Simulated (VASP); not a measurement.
# Te2Mo in VASP: further runs, part 2 of 2

VASP 6.6.1. The steps go on from the part before.

## 4. Relaxation of cell and atoms, PBEsol, target pressure 50 GPa, at which the enthalpy is minimised

This run uses another cell than the first one, of 18.86 Å³/atom.

The input, INCAR:

```
PREC = Accurate ; ENCUT = 600
EDIFF = 1E-6 ; ISMEAR = 0
SIGMA = 0.1 ; LREAL = F
LASPH = T ; NELM = 80
ALGO = Normal ; ISIF = 3
LWAVE = F ; LCHARG = F
GGA = PS ; IBRION = 2
NSW = 70 ; EDIFFG = -0.008
PSTRESS = 500.0
```

The input, KPOINTS:

```
Automatic mesh
0
Gamma
  18 18 6
```

The input, POSCAR:

```
Te2Mo
1.0
    3.1070264337      0.0000000000      0.0000000000
   -1.5535132169      2.6907638218      0.0000000000
    0.0000000000      0.0000000000      6.7684820568
Te Mo
2 1
Direct
    0.3333333333      0.6666666667      0.7316244390
    0.3333333333      0.6666666667      0.2683755610
    0.0000000000      0.0000000000      0.0000000000
```

The run is started by

```bash
cat potpaw_PBE.64/Te/POTCAR potpaw_PBE.64/Mo_sv/POTCAR > POTCAR
mpirun -np 1 vasp_std > vasp.out
```

It took 8.1 min on 1 thread of Intel Xeon 6975P-C (Granite Rapids), shared host; peak memory 0.33 GiB.

Results (log left out):

```
Free energy                                                : -16.6612 eV
Relaxed volume                                             : 17.82 Å³/atom
Relaxed cell                                               : a = 3.007 Å, b = 3.007 Å, c = 6.828 Å, α = 90.00°, β = 90.00°, γ = 120.00°
Space group after relaxing (to 0.1 Å)                      : P-6m2 (No. 187)
Energy change on relaxing (the run minimises the enthalpy) : +254.0 meV/atom
Ionic steps                                                : 16
Pressure after relaxing                                    : 50.0 GPa
Band gap on the k mesh                                     : zero (bands 13 and 14 overlap by 1.39 eV)
```

Forces in eV/Å, atoms in the order of the input:
```
Te   0.000  0.000  0.002
Te   0.000  0.000 -0.002
Mo   0.000  0.000  0.000
```

Step by step:
```csv
step,energy change (eV),largest force (eV/Å),pressure (GPa),volume (Å³)
1,0.0000,1.4225,45.00,56.59
2,1.3496,1.1960,62.74,51.88
3,0.9209,1.2634,57.26,53.18
4,0.7504,0.1923,48.69,53.51
5,0.7648,0.0397,50.02,53.45
6,0.7664,0.0623,50.15,53.45
7,0.7540,0.0464,49.99,53.49
8,0.7461,0.0362,49.87,53.51
9,0.7592,0.0303,50.03,53.47
10,0.7674,0.0270,50.15,53.44
11,0.7661,0.0076,50.13,53.45
12,0.7655,0.0020,50.04,53.45
13,0.7631,0.0023,50.02,53.46
14,0.7563,0.0013,49.89,53.48
15,0.7605,0.0018,49.91,53.46
16,0.7619,0.0021,49.96,53.46
```

Final structure:
```
CELL_PARAMETERS angstrom
3.00688 0.00000 0.00000
-1.50344 2.60403 0.00000
0.00000 0.00000 6.82754
ATOMIC_POSITIONS crystal
Te 0.33333 0.66667 0.71770
Te 0.33333 0.66667 0.28230
Mo 0.00000 0.00000 0.00000
```

Levels at points of the mesh, in eV from the Fermi level:
```
           k point  band 9  band 10  band 11  band 12  band 13  band 14  band 15  band 16  band 17
(0.00, 0.00, 0.00)   -2.03    -1.60    -1.60    -0.31    -0.31     4.79     4.79     5.44     5.44
(0.50, 0.00, 0.00)   -5.61    -2.81    -2.41    -2.11    -0.11    -0.03     2.79     4.28     4.50
(0.00, 0.00, 0.50)   -1.75    -1.57    -1.57    -0.35    -0.35     4.56     4.56     5.79     5.79
(0.50, 0.00, 0.50)   -5.28    -4.28    -2.61    -0.41     0.75     1.34     1.84     2.81     3.30
```

Caveat: the cell is relaxed towards a set pressure, so the run minimises the enthalpy, not the energy; the PAW data sets were made with another functional, which shifts forces and pressure a little; spin-orbit coupling is left out, which moves the levels of the heavy elements.

## 5. Relaxation of the atoms, PBEsol (equal strain along all axes, cell held: -1.5 %)

The input, INCAR:

```
PREC     = Accurate       # precision mode
ENCUT    = 520            # plane-wave cutoff, eV
EDIFF    = 1E-7           # SCF threshold, eV
ISMEAR   = 0              # smearing method
SIGMA    = 0.02           # smearing width, eV
LREAL    = False          # projectors in reciprocal space
LASPH    = True           # aspherical terms in the spheres
NELM     = 60             # most SCF steps
ALGO     = Normal         # electronic algorithm
ISIF     = 2              # what is computed and relaxed
LWAVE    = False          # write WAVECAR
LCHARG   = False          # write CHGCAR
GGA      = PS             # functional
IBRION   = 2              # ionic algorithm
NSW      = 60             # ionic steps
EDIFFG   = -0.008         # ionic threshold
```

The input, KPOINTS:

```
regular mesh
0
Gamma
  12 12 2
```

The input, POSCAR:

```
Te2Mo
1.0
    3.4387089123      0.0000000000      0.0000000000
   -1.7193544562      2.9780092743      0.0000000000
    0.0000000000      0.0000000000     17.2635274788
Te Mo
2 1
Direct
    0.3333333333      0.6666666667      0.8971077568
    0.3333333333      0.6666666667      0.1028922432
    0.0000000000      0.0000000000      0.0000000000
```

The run is started by

```bash
cat potpaw_PBE.64/Te/POTCAR potpaw_PBE.64/Mo_sv/POTCAR > POTCAR
mpirun -np 1 vasp_std > vasp.out
```

It took 8.2 min on 1 thread of Oxide Virtual Turin-like, shared host; peak memory 0.36 GiB.

Results (log left out):

* Free energy: -19.5972 eV
* Energy gained by relaxing: 12.3 meV/atom
* Ionic steps: 3
* Band gap on the k mesh: 1.24 eV (least direct gap 1.34 eV)

Step by step:
| step | energy change (eV) | largest force (eV/Å) | pressure (GPa) |
| --- | --- | --- | --- |
| 1 | 0.0000 | 0.7568 | 2.13 |
| 2 | -0.0343 | 0.1932 | 1.06 |
| 3 | -0.0369 | 0.0018 | 0.68 |

Final structure:
```
Te Mo
1.0
     3.43871    0.00000    0.00000
    -1.71935    2.97801    0.00000
     0.00000    0.00000   17.26353
Te Mo
2 1
Direct
  0.33333 0.66667 0.89421
  0.33333 0.66667 0.10579
  0.00000 0.00000 0.00000
```

Levels at points of the mesh, in eV from the valence-band top:
| k point | band 9 | band 10 | band 11 | band 12 | band 13 | band 14 | band 15 | band 16 | band 17 |
| --- | --- | --- | --- | --- | --- | --- | --- | --- | --- |
| (0.00, 0.00, 0.00) | -1.54 | -1.54 | -0.74 | -0.73 | -0.73 | 3.45 | 3.45 | 3.74 | 3.74 |
| (0.50, 0.00, 0.00) | -3.42 | -2.26 | -1.83 | -0.83 | -0.05 | 1.67 | 1.88 | 3.38 | 3.88 |
| (0.00, 0.00, 0.50) | -1.54 | -1.54 | -0.74 | -0.73 | -0.73 | 3.45 | 3.45 | 3.74 | 3.74 |
| (0.50, 0.00, 0.50) | -3.42 | -2.26 | -1.83 | -0.83 | -0.05 | 1.67 | 1.88 | 3.38 | 3.88 |

Caveat: the cell differs from its parent crystal (equal strain along all axes, cell held: -1.5 %); there is no dipole correction, which matters where the two faces differ; the PAW data sets were made with another functional, which shifts forces and pressure a little; spin-orbit coupling is left out, which moves the levels of the heavy elements.

## 6. Relaxation of the atoms, PBEsol (strain along c alone, the other axes held: -4.5 %)

The input, INCAR:

```
PREC = Accurate ; ENCUT = 520
EDIFF = 1E-7 ; ISMEAR = 0
SIGMA = 0.02 ; LREAL = F
LASPH = T ; NELM = 100
ALGO = Normal ; ISIF = 2
LWAVE = F ; LCHARG = F
GGA = PS ; IBRION = 2
NSW = 60 ; EDIFFG = -0.008
```

KPOINTS is that of step 5.

The input, POSCAR:

```
Te2Mo
1.0
    3.4910750445      0.0000000000      0.0000000000
   -1.7455375222      3.0233596750      0.0000000000
    0.0000000000      0.0000000000     16.7377347779
Te Mo
2 1
Direct
    0.3333333333      0.6666666667      0.8939231309
    0.3333333333      0.6666666667      0.1060768691
    0.0000000000      0.0000000000      0.0000000000
```

Potentials or basis: VASP PAW PBE potentials, release 64 (Te, Mo_sv).

The run is started by

```bash
cat potpaw_PBE.64/Te/POTCAR potpaw_PBE.64/Mo_sv/POTCAR > POTCAR
mpirun -np 1 vasp_std > vasp.out
```

Run time: 5 min. Hardware: 1 thread of Oxide Virtual Turin-like, shared host; peak memory 0.35 GiB.

The run converged. Its results:

```yaml
Free_energy: -19.6146 eV
Energy_gained_by_relaxing: 4.3 meV/atom
Ionic_steps: 3
Band_gap_on_the_k_mesh: 1.20 eV
```

The path:
```csv
step,energy change (eV),largest force (eV/Å),pressure (GPa)
1,0.0000,0.4415,0.83
2,-0.0120,0.1243,0.23
3,-0.0130,0.0014,0.00
```

Final structure:
```xyz
3
Lattice="3.4911 0.0000 0.0000 -1.7455 3.0234 0.0000 0.0000 0.0000 16.7377" Properties=species:S:1:pos:R:3 pbc="T T T"
Te    0.0000    2.0156   14.9322
Te    0.0000    2.0156    1.8056
Mo    0.0000    0.0000    0.0000
```

Levels at points of the mesh, in eV from the valence-band top:
```
           k point  band 9  band 10  band 11  band 12  band 13  band 14  band 15  band 16  band 17
(0.00, 0.00, 0.00)   -1.63    -1.63    -0.82    -0.82    -0.57     3.28     3.28     3.58     3.58
(0.50, 0.00, 0.00)   -3.38    -2.30    -1.69    -0.78    -0.19     1.54     1.84     3.37     3.83
(0.00, 0.00, 0.50)   -1.63    -1.63    -0.82    -0.82    -0.57     3.28     3.28     3.58     3.58
(0.50, 0.00, 0.50)   -3.38    -2.30    -1.69    -0.78    -0.19     1.54     1.84     3.37     3.83
```

Caveat: the cell differs from its parent crystal (strain along c alone, the other axes held: -4.5 %); there is no dipole correction, which matters where the two faces differ; the PAW data sets were made with another functional, which shifts forces and pressure a little; spin-orbit coupling is left out, which moves the levels of the heavy elements.

## 7. Overview

| task | cell | k mesh | cutoff (eV) | smearing | gap on the mesh (eV) |
| --- | --- | --- | --- | --- | --- |
| single point | a = 3.560, b = 3.560, c = 17.524 Å, angles 90.0, 90.0, 120.0°, 3 atoms, atomic positions A | 9 × 9 × 2 | 520 | gaussian 0.02 eV | 1.05 |
| relaxation of the atoms | atoms relaxed from a = 3.491, b = 3.491, c = 18.315 Å, angles 90.0, 90.0, 120.0°, 3 atoms, atomic positions B | 12 × 12 × 2 | 520 | gaussian 0.02 eV | 1.20 |
| relaxation of cell and atoms | relaxed to 50 GPa from a = 3.107, b = 3.107, c = 6.768 Å, angles 90.0, 90.0, 120.0°, 3 atoms, atomic positions C | 18 × 18 × 6 | 600 | gaussian 0.1 eV | none |
| relaxation of the atoms | atoms relaxed from a = 3.439, b = 3.439, c = 17.264 Å, angles 90.0, 90.0, 120.0°, 3 atoms, atomic positions D | 12 × 12 × 2 | 520 | gaussian 0.02 eV | 1.24 |
| relaxation of the atoms | atoms relaxed from a = 3.491, b = 3.491, c = 16.738 Å, angles 90.0, 90.0, 120.0°, 3 atoms, atomic positions E | 12 × 12 × 2 | 520 | gaussian 0.02 eV | 1.20 |

Alike in all rows: level PBEsol; potentials or basis VASP PAW PBE potentials, release 64 (Te, Mo_sv); no spin polarisation.

Caveats: the PAW data sets were made with another functional, which shifts forces and pressure a little; spin-orbit coupling is left out, which moves the levels of the heavy elements; there is no dipole correction, which matters where the two faces differ (at least some runs); the cell is relaxed towards a set pressure, so the run minimises the enthalpy, not the energy (at least some runs).

Total energies depend on the potentials used, so only differences within one code and one set of settings carry meaning.
